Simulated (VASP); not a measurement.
# BaO (Fm-3m) in VASP: further runs

The runs below take BaO through single point, with PBEsol.

Program: VASP 6.6.1. These are calculated values, not measurements. Logs are shortened: lines on timing, memory, paths and dates and some standing lists are left out, and cuts for length are marked.

## Step 1: The cell of the first run

It takes space group Fm-3m (No. 225, cubic). Conventional cell: a = 6.283 Å, b = 6.283 Å, c = 6.283 Å, α = 90.00°, β = 90.00°, γ = 90.00°. Within 4.1 Å of Ba (site symmetry m-3m) lie 6 O at 3.14 Å. Within 4.1 Å of O (site symmetry m-3m) lie 6 Ba at 3.14 Å.

## Step 2: Single point, PBEsol (Te replaced by O, lengths x 0.878, strained)

INCAR

```
SYSTEM = BaO
PREC = Accurate
ENCUT = 600
EDIFF = 1E-6
ISMEAR = 0
SIGMA = 0.1
LREAL = .FALSE.
LASPH = .TRUE.
NELM = 120
ALGO = Normal
ISIF = 2
LWAVE = .FALSE.
LCHARG = .FALSE.
GGA = PS
NBANDS = 15
GGA_COMPAT = .FALSE.
```

KPOINTS

```
regular mesh
0
G
  6 6 6
  0 0 0
```

POSCAR

```
BaO
1.0
    0.0000000000      3.1417212929      3.1417212929
    3.1417212929      0.0000000000      3.1417212929
    3.1417212929      3.1417212929      0.0000000000
Ba O
1 1
Direct
    0.0000000000      0.0000000000      0.0000000000
    0.5000000000      0.5000000000      0.5000000000
```

Potentials or basis: VASP PAW PBE potentials, release 64 (Ba_sv, O).

Command:

```sh
> cat potpaw_PBE.64/Ba_sv/POTCAR potpaw_PBE.64/O/POTCAR > POTCAR
> mpirun -np 1 vasp_std > vasp.out
```

OUTCAR:

```text
SYSTEM = BaO
   PREC = Accurate
   ENCUT = 600
   EDIFF = 1E-6
   ISMEAR = 0
   LREAL = .FALSE.
   LASPH = .TRUE.
   NELM = 120
   ISIF = 2
   GGA = PS

 ion  position               nearest neighbor table
   1  0.000  0.000  0.000-   2 3.14   2 3.14   2 3.14   2 3.14   2 3.14   2 3.14
   2  0.500  0.500  0.500-   1 3.14   1 3.14   1 3.14   1 3.14   1 3.14   1 3.14

  LATTYP: Found a face centered cubic cell.
 ALAT       =     6.2834425858

  Lattice vectors:

 A1 = (   0.0000000000,   3.1417212929,   3.1417212929)
 A2 = (   3.1417212929,   0.0000000000,   3.1417212929)
 A3 = (   3.1417212929,   3.1417212929,   0.0000000000)

Analysis of symmetry for initial positions (statically):
=====================================================================
 Subroutine PRICEL returns:
 Original cell was already a primitive cell.

 Routine SETGRP: Setting up the symmetry group for a
 face centered cubic supercell.

 Subroutine GETGRP returns: Found 48 space group operations
 (whereof 48 operations were pure point group operations)
 out of a pool of 48 trial point group operations.

The static configuration has the point symmetry O_h .

Analysis of symmetry for dynamics (positions and initial velocities):
=====================================================================
 Subroutine PRICEL returns:
 Original cell was already a primitive cell.

 Routine SETGRP: Setting up the symmetry group for a
 face centered cubic supercell.

 Subroutine GETGRP returns: Found 48 space group operations
 (whereof 48 operations were pure point group operations)
 out of a pool of 48 trial point group operations.

The dynamic configuration has the point symmetry O_h .

 Subroutine INISYM returns: Found 48 space group operations
 (whereof 48 operations are pure point group operations),
 and found     1 'primitive' translations

----------------------------------------------------------------------------------------

                                     Primitive cell

  volume of cell :      62.0202

  direct lattice vectors                    reciprocal lattice vectors
     0.000000000  3.141721293  3.141721293    -0.159148426  0.159148426  0.159148426
     3.141721293  0.000000000  3.141721293     0.159148426 -0.159148426  0.159148426
     3.141721293  3.141721293  0.000000000     0.159148426  0.159148426 -0.159148426

  length of vectors
     4.443064862  4.443064862  4.443064862     0.275653160  0.275653160  0.275653160

  position of ions in fractional coordinates (direct lattice)
     0.000000000  0.000000000  0.000000000
     0.500000000  0.500000000  0.500000000
[... 79 lines left out ...]
   NELECT =      16.0000    total number of electrons
   NUPDOWN=      -1.0000    fix difference up-down
   EMIN   =  10.00;   EMAX   =-10.00  energy-range for DOS
   EFERMI =   0.00;   METHOD = LEGACY
   ISMEAR =     0;   SIGMA  =   0.10  broadening in eV -4-tet -1-fermi 0-gaus
   EFERMI_NEDOS =   21; number of points for ismear=-14 and -15
   IALGO  =     38    algorithm
   IMIX   =      4    mixing-type and parameters
     AMIX     =   0.40;   BMIX     =  1.00
     AMIX_MAG =   1.60;   BMIX_MAG =  1.00
  volume/ion in A,a.u.               =      31.01       209.27
  Fermi-wavevector in a.u.,A,eV,Ry     =   1.042167  1.969409 14.777442  1.086111
  Thomas-Fermi vector in A             =   2.176820
   LORBIT       =      0    0 simple, 1 ext, 2 COOP (PROOUT), +10 PAW based schemes
   GGA     = PS    functional components
   LHFCALC =     F    Hartree Fock is set to
   AEXX    =    0.0000 exact exchange contribution
   IVDW    =     0    specifies the selected vdW correction
   LEPSILON=     F    determine dielectric tensor
   LRPA    =     F    only Hartree local field effects (RPA)
 non-spin polarized calculation
 Gauss-broadening in eV      SIGMA  =   0.10
  energy-cutoff  :      600.00
  volume of cell :       62.02
 maximum number of plane-waves:      2090
   NGX = 17   NGY = 17   NGZ = 17

 number of electron      16.0000002 magnetization

 Free energy of the ion-electron system (eV)
  ---------------------------------------------------
  ext. energy  EPLUGINS =         0.00000000
  ---------------------------------------------------
  free energy    TOTEN  =       -11.35240676 eV

  energy without entropy =      -11.35240676  energy(sigma->0) =      -11.35240676

 E-fermi :   0.5033     XC(G=0):  -8.2183

 val. band max:        0.0635510296   @ k =   0.0000   0.0000   0.0000
 cond. band min:       1.8026984042   @ k =   0.0000   0.0000   0.0000
 fundamental gap:      1.7391473746
 Fermi energy:         0.5032611314

 k-point     1 :       0.0000    0.0000    0.0000
  band No.  band energies     occupation
      1     -26.7222      2.00000
      2     -14.3238      2.00000
      3     -11.6167      2.00000
      4     -11.6167      2.00000
      5     -11.6167      2.00000
      6       0.0636      2.00000
      7       0.0636      2.00000
      8       0.0636      2.00000
      9       1.8027      0.00000
     10       4.1843      0.00000
     11       4.1843      0.00000
     12       4.1843      0.00000
     13       5.6605      0.00000
     14       5.6605      0.00000
[... 257 lines left out ...]
      2     -14.3734      2.00000
      3     -12.0022      2.00000
      4     -11.8638      2.00000
      5     -11.6913      2.00000
      6      -0.4215      2.00000
      7      -0.2140      2.00000
      8      -0.1339      2.00000
      9       3.1431      0.00000
     10       4.8410      0.00000
     11       4.9490      0.00000
     12       7.1026      0.00000
     13       7.2889      0.00000
     14       8.4905      0.00000
     15       8.9864      0.00000

------------------------ aborting loop because EDIFF is reached ----------------------------------------

  FORCE on cell =-STRESS in cart. coord.  units (eV):
  Direction    XX          YY          ZZ          XY          YZ          ZX
  --------------------------------------------------------------------------------------
  -------------------------------------------------------------------------------------
  Total       -4.6614473     -4.6614473     -4.6614473     -0.0000000      0.0000000     -0.0000000
  in kB     -120.4199372   -120.4199372   -120.4199372     -0.0000000      0.0000000     -0.0000000
  external PRESSURE =    -120.4199372 kB  Pullay stress =       0.0000000 kB

 VOLUME and BASIS-vectors are now :
 -----------------------------------------------------------------------------
  energy-cutoff  :      600.00
  volume of cell :       62.02
      direct lattice vectors                 reciprocal lattice vectors
     0.000000000  3.141721293  3.141721293    -0.159148426  0.159148426  0.159148426
     3.141721293  0.000000000  3.141721293     0.159148426 -0.159148426  0.159148426
     3.141721293  3.141721293  0.000000000     0.159148426  0.159148426 -0.159148426

 POSITION                                       TOTAL-FORCE (eV/Angst)
 -----------------------------------------------------------------------------------
      0.00000      0.00000      0.00000         0.000000     -0.000000      0.000000
      3.14172      3.14172      3.14172        -0.000000      0.000000     -0.000000
 -----------------------------------------------------------------------------------
    total drift:                                0.000000      0.000000      0.000000

  FREE ENERGIE OF THE ION-ELECTRON SYSTEM (eV)
  ---------------------------------------------------
  free  energy   TOTEN  =       -11.3524067638 eV

  energy  without entropy=      -11.3524067638  energy(sigma->0) =      -11.35240676
```

Run time: 25 s. Hardware: 1 thread of AMD EPYC 7R43 (Zen 3), shared host; peak memory 0.18 GiB.

What came out:

```
Free energy            : -11.3524 eV
Pressure               : -12.0 GPa
Band gap on the k mesh : 1.74 eV
```

Levels at points of the mesh, in eV from the valence-band top:
```csv
k point,band 5,band 6,band 7,band 8,band 9,band 10,band 11,band 12
"(0.00, 0.00, 0.00)",-11.68,0.00,0.00,0.00,1.74,4.12,4.12,4.12
"(0.50, 0.00, 0.00)",-11.73,-1.23,-0.61,-0.61,3.92,5.57,5.57,5.65
"(0.50, 0.50, 0.00)",-11.86,-0.27,-0.06,-0.06,2.26,4.23,6.72,6.79
```

Caveat: the cell differs from its parent crystal (Te replaced by O, lengths x 0.878, strained); the cell stands under tension; the PAW data sets were made with another functional, which shifts forces and pressure a little; spin-orbit coupling is left out, which moves the levels of the heavy elements.

## Step 3: Single point, PBEsol (Te replaced by O, lengths x 0.878, strained)

INCAR

```
SYSTEM = BaO
PREC     = Accurate       ! precision mode
ENCUT    = 600            ! plane-wave cutoff, eV
EDIFF    = 1E-6           ! SCF threshold, eV
ISMEAR   = 0              ! smearing method
SIGMA    = 0.02           ! smearing width, eV
LREAL    = .FALSE.        ! projectors in reciprocal space
LASPH    = .TRUE.         ! aspherical terms in the spheres
NELM     = 120            ! most SCF steps
ALGO     = Normal         ! electronic algorithm
ISIF     = 2              ! what is computed and relaxed
LWAVE    = .FALSE.        ! write WAVECAR
LCHARG   = .FALSE.        ! write CHGCAR
GGA      = PS             ! functional
NBANDS   = 15             ! bands
GGA_COMPAT= .FALSE.
```

KPOINTS

```
regular mesh
0
G
  8 8 8
  0 0 0
```

POSCAR is that of step 2.

Potentials or basis: VASP PAW PBE potentials, release 64 (Ba_sv, O).

Command:

```sh
> cat potpaw_PBE.64/Ba_sv/POTCAR potpaw_PBE.64/O/POTCAR > POTCAR
> mpirun -np 1 vasp_std > vasp.out
```

Run time: 43 s. Hardware: 1 thread of AMD EPYC 7R43 (Zen 3), shared host; peak memory 0.18 GiB.

It converged, with:

| Property | Result |
| --- | --- |
| Free energy | -11.3525 eV |
| Pressure | -12.1 GPa |
| Band gap on the k mesh | 1.74 eV |

Levels at points of the mesh, in eV from the valence-band top:
```csv
k point,band 6,band 7,band 8,band 9,band 10,band 11
"(0.00, 0.00, 0.00)",0.00,0.00,0.00,1.74,4.12,4.12
"(0.50, 0.00, 0.00)",-1.23,-0.61,-0.61,3.92,5.57,5.57
"(0.50, 0.50, 0.00)",-0.27,-0.06,-0.06,2.26,4.23,6.73
```

Caveat: the cell differs from its parent crystal (Te replaced by O, lengths x 0.878, strained); the cell stands under tension; the PAW data sets were made with another functional, which shifts forces and pressure a little; spin-orbit coupling is left out, which moves the levels of the heavy elements.
